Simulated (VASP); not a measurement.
# ScAl (Pm-3m) in VASP: a series of runs

Runs on ScAl. Level: PBEsol. Tasks: single point, relaxation of cell and atoms.

Program: VASP 6.6.1. These are calculated values, not measurements. Logs are shortened: lines on timing, memory, paths and dates and some standing lists are left out, and cuts for length are marked.

## Step 1: The cell of the first run

Symmetry: Pm-3m, No. 221, cubic system. The conventional cell has a = 3.348 Å, b = 3.348 Å, c = 3.348 Å, α = 90.00°, β = 90.00°, γ = 90.00°. Sc (site symmetry m-3m) has 8 Al at 2.90 Å and 6 Sc at 3.35 Å within 3.8 Å. Within 3.8 Å of Al (site symmetry m-3m) lie 8 Sc at 2.90 Å and 6 Al at 3.35 Å.

## Step 2: Single point, PBEsol

The input, INCAR:

```
SYSTEM = ScAl
PREC = Accurate
ENCUT = 520
EDIFF = 1E-6
ISMEAR = -1
SIGMA = 0.15
LREAL = .FALSE.
LASPH = .TRUE.
NELM = 80
ALGO = Normal
ISIF = 2
LWAVE = .FALSE.
LCHARG = .FALSE.
GGA = PS
NBANDS = 14
```

The input, KPOINTS:

```
Automatic mesh
0
G
  12 12 12
  0 0 0
```

The input, POSCAR:

```
ScAl
1.0
    3.3478901146      0.0000000000      0.0000000000
    0.0000000000      3.3478901146      0.0000000000
    0.0000000000      0.0000000000      3.3478901146
Sc Al
1 1
Direct
    0.5000000000      0.5000000000      0.5000000000
    0.0000000000      0.0000000000      0.0000000000
```

Potentials or basis: VASP PAW PBE potentials, release 64 (Sc_sv, Al).

Started as:

```bash
cat potpaw_PBE.64/Sc_sv/POTCAR potpaw_PBE.64/Al/POTCAR > POTCAR
mpirun -np 1 vasp_std > vasp.out
```

OUTCAR:

```text
SYSTEM = ScAl
   PREC = Accurate
   ENCUT = 520
   EDIFF = 1E-6
   ISMEAR = -1
   LREAL = .FALSE.
   LASPH = .TRUE.
   NELM = 80
   ISIF = 2
   GGA = PS

 ion  position               nearest neighbor table
   1  0.500  0.500  0.500-   2 2.90   2 2.90   2 2.90   2 2.90   2 2.90   2 2.90   2 2.90   2 2.90

   2  0.000  0.000  0.000-   1 2.90   1 2.90   1 2.90   1 2.90   1 2.90   1 2.90   1 2.90   1 2.90

  LATTYP: Found a simple cubic cell.
 ALAT       =     3.3478901146

  Lattice vectors:

 A1 = (   3.3478901146,   0.0000000000,   0.0000000000)
 A2 = (   0.0000000000,   3.3478901146,   0.0000000000)
 A3 = (   0.0000000000,   0.0000000000,   3.3478901146)

Analysis of symmetry for initial positions (statically):
=====================================================================
 Subroutine PRICEL returns:
 Original cell was already a primitive cell.

 Routine SETGRP: Setting up the symmetry group for a
 simple cubic supercell.

 Subroutine GETGRP returns: Found 48 space group operations
[... 9 lines left out ...]

 Routine SETGRP: Setting up the symmetry group for a
 simple cubic supercell.

 Subroutine GETGRP returns: Found 48 space group operations
[... 11 lines left out ...]
                                     Primitive cell

  volume of cell :      37.5244

  direct lattice vectors                    reciprocal lattice vectors
     3.347890115  0.000000000  0.000000000     0.298695586  0.000000000  0.000000000
     0.000000000  3.347890115  0.000000000     0.000000000  0.298695586  0.000000000
     0.000000000  0.000000000  3.347890115     0.000000000  0.000000000  0.298695586

  length of vectors
     3.347890115  3.347890115  3.347890115     0.298695586  0.298695586  0.298695586

  position of ions in fractional coordinates (direct lattice)
[... 8 lines left out ...]
----------------------------------------------------------------------------------------

 KPOINTS: Automatic mesh

Automatic generation of k-mesh.
 Grid dimensions read from file:
 generate k-points for:   12   12   12

 Generating k-lattice:

  Cartesian coordinates                     Fractional coordinates (reciprocal lattice)
     0.024891299  0.000000000  0.000000000     0.083333333  0.000000000  0.000000000
     0.000000000  0.024891299  0.000000000     0.000000000  0.083333333  0.000000000
     0.000000000  0.000000000  0.024891299     0.000000000  0.000000000  0.083333333

  Length of vectors
     0.024891299  0.024891299  0.024891299

  Shift w.r.t. Gamma in fractional coordinates (k-lattice)
     0.000000000  0.000000000  0.000000000

 Subroutine IBZKPT returns following result:
 ===========================================

 Found     84 irreducible k-points:

 Following reciprocal coordinates:
            Coordinates               Weight
  0.000000  0.000000  0.000000      1.000000
  0.083333  0.000000  0.000000      6.000000
  0.166667  0.000000  0.000000      6.000000
  0.250000  0.000000  0.000000      6.000000
  0.333333  0.000000  0.000000      6.000000
  0.416667  0.000000  0.000000      6.000000
[... 16 lines left out ...]
  0.333333  0.333333  0.000000     12.000000
  0.416667  0.333333  0.000000     24.000000
 [... further k-points ...]
   k-points           NKPTS =     84   k-points in BZ     NKDIM =     84   number of bands    NBANDS=     14
   number of dos      NEDOS =    301   number of ions     NIONS =      2
   total plane-waves  NPLWV =  21952
   dimension x,y,z NGX =    28 NGY =   28 NGZ =   28
   dimension x,y,z NGXF=    56 NGYF=   56 NGZF=   56
   ions per type =               1   1
   NGX,Y,Z   is equivalent  to a cutoff of  13.90, 13.90, 13.90 a.u.
   NGXF,Y,Z  is equivalent  to a cutoff of  27.81, 27.81, 27.81 a.u.
 SYSTEM =  ScAl
   PREC   = accura    normal or accurate (medium, high low for compatibility)
   ISTART =      0    job   : 0-new  1-cont  2-samecut
   ICHARG =      2    charge: 1-file 2-atom 10-const
   ISPIN  =      1    spin polarized calculation?
   LNONCOLLINEAR =      F non collinear calculations
   LSORBIT =      F    spin-orbit coupling
   LASPH  =      T    aspherical Exc in radial PAW
   ENCUT  =  520.0 eV  38.22 Ry    6.18 a.u.   6.22  6.22  6.22*2*pi/ulx,y,z
   NELM   =     80;   NELMIN=  2; NELMDL= -5     # of ELM steps
   EDIFF  = 0.1E-05   stopping-criterion for ELM
   LREAL  =      F    real-space projection
   EDIFFG = 0.1E-04   stopping-criterion for IOM
   NSW    =      0    number of steps for IOM
   IBRION =     -1    ionic relax: 0-MD 1-quasi-New 2-CG
   NFREE  =      0    steps in history (QN), initial steepest desc. (CG)
   ISIF   =      2    stress and relaxation
   ISYM   =      2    0-nonsym 1-usesym 2-fastsym
   POTIM  = 0.5000    time-step for ionic-motion
   TEBEG  =    0.0;   TEEND  =   0.0 temperature during run
   PSTRESS=    0.0 pullay stress
   NELECT =      14.0000    total number of electrons
   NUPDOWN=      -1.0000    fix difference up-down
   EMIN   =  10.00;   EMAX   =-10.00  energy-range for DOS
   EFERMI =   0.00;   METHOD = LEGACY
   ISMEAR =    -1;   SIGMA  =   0.15  broadening in eV -4-tet -1-fermi 0-gaus
   EFERMI_NEDOS =   21; number of points for ismear=-14 and -15
   IALGO  =     38    algorithm
   IMIX   =      4    mixing-type and parameters
     AMIX     =   0.40;   BMIX     =  1.00
     AMIX_MAG =   1.60;   BMIX_MAG =  1.00
  volume/ion in A,a.u.               =      18.76       126.61
  Fermi-wavevector in a.u.,A,eV,Ry     =   1.178545  2.227128 18.898074  1.388969
  Thomas-Fermi vector in A             =   2.314872
   LORBIT       =      0    0 simple, 1 ext, 2 COOP (PROOUT), +10 PAW based schemes
   GGA     = PS    functional components
   LHFCALC =     F    Hartree Fock is set to
   AEXX    =    0.0000 exact exchange contribution
   IVDW    =     0    specifies the selected vdW correction
   LEPSILON=     F    determine dielectric tensor
   LRPA    =     F    only Hartree local field effects (RPA)
 non-spin polarized calculation
  energy-cutoff  :      520.00
  volume of cell :       37.52
 maximum number of plane-waves:      1024
 NGX is ok and might be reduce to    28
   NGX = 13   NGY = 13   NGZ = 13

 number of electron      14.0000002 magnetization

 Free energy of the ion-electron system (eV)
  ---------------------------------------------------
  ext. energy  EPLUGINS =         0.00000000
  ---------------------------------------------------
  free energy    TOTEN  =       -11.65654927 eV

  energy without entropy =      -11.58098640  energy(sigma->0) =      -11.61876783

 E-fermi :   6.1055     XC(G=0): -10.4884

 val. band max:        6.0979563396   @ k =   0.3333   0.0000   0.0000
 cond. band min:       6.1852625336   @ k =   0.5000   0.1667   0.0000
 fundamental gap:      0.0873061940
 Fermi energy:         6.1055204139

 k-point     1 :       0.0000    0.0000    0.0000
  band No.  band energies     occupation
      1     -43.0283      2.00000
      2     -21.7048      2.00000
      3     -21.7048      2.00000
      4     -21.7048      2.00000
      5      -2.4101      2.00000
      6       5.4244      1.97889
      7       5.4244      1.97889
      8       8.9055      0.00000
      9       8.9055      0.00000
     10       8.9055      0.00000
     11       9.9490      0.00000
     12       9.9490      0.00000
     13       9.9490      0.00000
     14      14.8652      0.00000

 k-point     2 :       0.0833    0.0000    0.0000
  band No.  band energies     occupation
      1     -43.0272      2.00000
      2     -21.7181      2.00000
      3     -21.7036      2.00000
      4     -21.7036      2.00000
      5      -2.3087      2.00000
      6       5.3266      1.98895
      7       5.4762      1.97032
      8       8.5719      0.00000
      9       8.5719      0.00000
     10       8.9208      0.00000
     11       9.6653      0.00000
     12      10.3492      0.00000
     13      10.3492      0.00000
     14      14.6807      0.00000

 k-point     3 :       0.1667    0.0000    0.0000
  band No.  band energies     occupation
      1     -43.0242      2.00000
      2     -21.7546      2.00000
      3     -21.7003      2.00000
      4     -21.7003      2.00000
      5      -2.0087      2.00000
      6       4.9458      1.99912
      7       5.6246      1.92213
      8       8.0472      0.00000
      9       8.0472      0.00000
     10       8.9632      0.00000
     11       9.2557      0.00000
     12      11.0803      0.00000
     13      11.0803      0.00000
     14      14.1841      0.00000

 k-point     4 :       0.2500    0.0000    0.0000
  band No.  band energies     occupation
      1     -43.0201      2.00000
      2     -21.8039      2.00000
      3     -21.6959      2.00000
      4     -21.6959      2.00000
      5      -1.5231      2.00000
      6       4.1936      1.99999
      7       5.8468      1.69757
      8       7.5797      0.00011
      9       7.5797      0.00011
     10       9.0222      0.00000
     11       9.2072      0.00000
     12      11.9110      0.00000
     13      11.9110      0.00000
     14      13.5191      0.00000

 k-point     5 :       0.3333    0.0000    0.0000
  band No.  band energies     occupation
      1     -43.0159      2.00000
      2     -21.8528      2.00000
      3     -21.6914      2.00000
      4     -21.6914      2.00000
      5      -0.8742      2.00000
      6       3.1983      2.00000
      7       6.0980      1.02521
      8       7.2227      0.00116
      9       7.2227      0.00116
     10       9.0826      0.00000
     11       9.5004      0.00000
[... 276 lines left out ...]
 k-point    22 :       0.5000    0.2500    0.0000
  band No.  band energies     occupation
      1     -43.0039      2.00000
      2     -21.8863      2.00000
      3     -21.7799      2.00000
      4     -21.6783      2.00000
      5       0.8237      2.00000
      6       2.4415      2.00000
      7       5.5346      1.95651
      8       6.4748      0.15719
      9       7.2652      0.00088
     10       8.3027      0.00000
     11       9.9523      0.00000
     12      11.9482      0.00000
     13      12.1761      0.00000
     14      14.0814      0.00000

 k-point    23 :       0.3333    0.3333    0.0000
  band No.  band energies     occupation
      1     -43.0039      2.00000
      2     -21.8352      2.00000
      3     -21.8300      2.00000
      4     -21.6784      2.00000
      5       0.3189      2.00000
      6       3.9068      2.00000
      7       4.5111      1.99995
      8       6.6777      0.04314
      9       7.5757      0.00011
     10       7.9696      0.00001
     11       9.8053      0.00000
     12      10.9014      0.00000
     13      12.7322      0.00000
     14      13.7171      0.00000

 k-point    24 :       0.4167    0.3333    0.0000
  band No.  band energies     occupation
      1     -43.0010      2.00000
      2     -21.8666      2.00000
      3     -21.8276      2.00000
      4     -21.6752      2.00000
      5       0.8137      2.00000
      6       3.3944      2.00000
      7       4.7255      1.99980
      8       6.4004      0.24561
      9       7.5132      0.00017
     10       7.9493      0.00001
     11       9.8619      0.00000
     12      11.1610      0.00000
     13      12.1215      0.00000
     14      13.6763      0.00000

 [... further k-points ...]
[... 5 lines left out ...]
  --------------------------------------------------------------------------------------
  -------------------------------------------------------------------------------------
  Total        0.0317937      0.0317937      0.0317937      0.0000000      0.0000000     -0.0000000
  in kB        1.3574942      1.3574942      1.3574942      0.0000000      0.0000000     -0.0000000
  external PRESSURE =       1.3574942 kB  Pullay stress =       0.0000000 kB

 VOLUME and BASIS-vectors are now :
 -----------------------------------------------------------------------------
  energy-cutoff  :      520.00
  volume of cell :       37.52
      direct lattice vectors                 reciprocal lattice vectors
     3.347890115  0.000000000  0.000000000     0.298695586  0.000000000  0.000000000
     0.000000000  3.347890115  0.000000000     0.000000000  0.298695586  0.000000000
     0.000000000  0.000000000  3.347890115     0.000000000  0.000000000  0.298695586

 POSITION                                       TOTAL-FORCE (eV/Angst)
 -----------------------------------------------------------------------------------
      1.67395      1.67395      1.67395         0.000000      0.000000      0.000000
      0.00000      0.00000      0.00000         0.000000      0.000000      0.000000
 -----------------------------------------------------------------------------------
    total drift:                                0.000000      0.000000      0.000000

  FREE ENERGIE OF THE ION-ELECTRON SYSTEM (eV)
  ---------------------------------------------------
  free  energy   TOTEN  =       -11.6565492682 eV

  energy  without entropy=      -11.5809863962  energy(sigma->0) =      -11.61876783
```

Run time: 87 s. Hardware: 1 thread of AMD EPYC 7R13, shared host; peak memory 0.16 GiB.

What came out:

```
Free energy            : -11.6565 eV
Pressure               : 0.1 GPa
Band gap on the k mesh : zero (band 7 reaches 6.46 eV, above the bottom of band 8 at 5.27 eV)
```

Levels at points of the mesh, in eV from the Fermi level:
```
           k point  band 4  band 5  band 6  band 7  band 8  band 9  band 10  band 11
(0.00, 0.00, 0.00)  -27.81   -8.52   -0.68   -0.68    2.80    2.80     2.80     3.84
(0.50, 0.00, 0.00)  -27.79   -5.66   -4.58    0.28    0.82    0.82     3.04     3.94
(0.50, 0.50, 0.00)  -27.78   -4.73   -1.83   -1.83   -0.83    1.58     1.58     3.82
(0.50, 0.50, 0.50)  -27.95   -2.57   -2.57   -2.57   -0.33    2.98     2.98     2.98
```

Caveat: the PAW data sets were made with another functional, which shifts forces and pressure a little.

## Step 3: Relaxation of cell and atoms, PBEsol

This run uses another cell than the first one, of 18.70 Å³/atom, 0.997 times its volume.

The input, INCAR:

```
  PREC = Accurate
  ENCUT = 600
  EDIFF = 1E-7
  ISMEAR = -1
  SIGMA = 0.15
  LREAL = F
  LASPH = T
  NELM = 60
  ALGO = Normal
  ISIF = 3
  LWAVE = F
  LCHARG = F
  GGA = PS
  IBRION = 2
  NSW = 80
  EDIFFG = -0.001
```

The input, KPOINTS:

```
regular mesh
0
Gamma
  12 12 12
```

The input, POSCAR:

```
ScAl
1.0
    3.3444038964      0.0000000000      0.0000000000
    0.0000000000      3.3444038964      0.0000000000
    0.0000000000      0.0000000000      3.3444038964
Sc Al
1 1
Direct
    0.5000000000      0.5000000000      0.5000000000
    0.0000000000      0.0000000000      0.0000000000
```

Potentials or basis: VASP PAW PBE potentials, release 64 (Sc_sv, Al).

Started as:

```bash
cat potpaw_PBE.64/Sc_sv/POTCAR potpaw_PBE.64/Al/POTCAR > POTCAR
mpirun -np 1 vasp_std > vasp.out
```

It took 2.6 min on 1 thread of AMD EPYC 7R13, shared host; peak memory 0.17 GiB.

It converged, with:

- Free energy: -11.6572 eV
- Relaxed volume: 18.80 Å³/atom
- Relaxed cell: a = 3.350 Å, b = 3.350 Å, c = 3.350 Å, α = 90.00°, β = 90.00°, γ = 90.00°
- Space group after relaxing (to 0.05 Å): Pm-3m (No. 221)
- Energy gained by relaxing: 0.1 meV/atom
- Ionic steps: 3
- Pressure after relaxing: 0.0 GPa
- Band gap on the k mesh: zero (band 7 reaches 6.45 eV, above the bottom of band 8 at 5.26 eV)

The path:
```
step  energy change (eV)  largest force (eV/Å)  pressure (GPa)  volume (Å³)
   1              0.0000                0.0000            0.42        37.41
   2             -0.0002                0.0000           -0.15        37.67
   3             -0.0002                0.0000            0.00        37.60
```

Final structure:
```
Sc Al
1.0
     3.35011    0.00000    0.00000
     0.00000    3.35011    0.00000
     0.00000    0.00000    3.35011
Sc Al
1 1
Direct
  0.50000 0.50000 0.50000
  0.00000 0.00000 0.00000
```

Levels at points of the mesh, in eV from the Fermi level:
| k point | band 5 | band 6 | band 7 | band 8 | band 9 | band 10 |
| --- | --- | --- | --- | --- | --- | --- |
| (0.00, 0.00, 0.00) | -8.51 | -0.68 | -0.68 | 2.79 | 2.79 | 2.79 |
| (0.50, 0.00, 0.00) | -5.66 | -4.58 | 0.28 | 0.82 | 0.82 | 3.03 |
| (0.50, 0.50, 0.00) | -4.72 | -1.83 | -1.83 | -0.83 | 1.58 | 1.58 |
| (0.50, 0.50, 0.50) | -2.57 | -2.57 | -2.57 | -0.34 | 2.97 | 2.97 |

Caveat: the PAW data sets were made with another functional, which shifts forces and pressure a little.
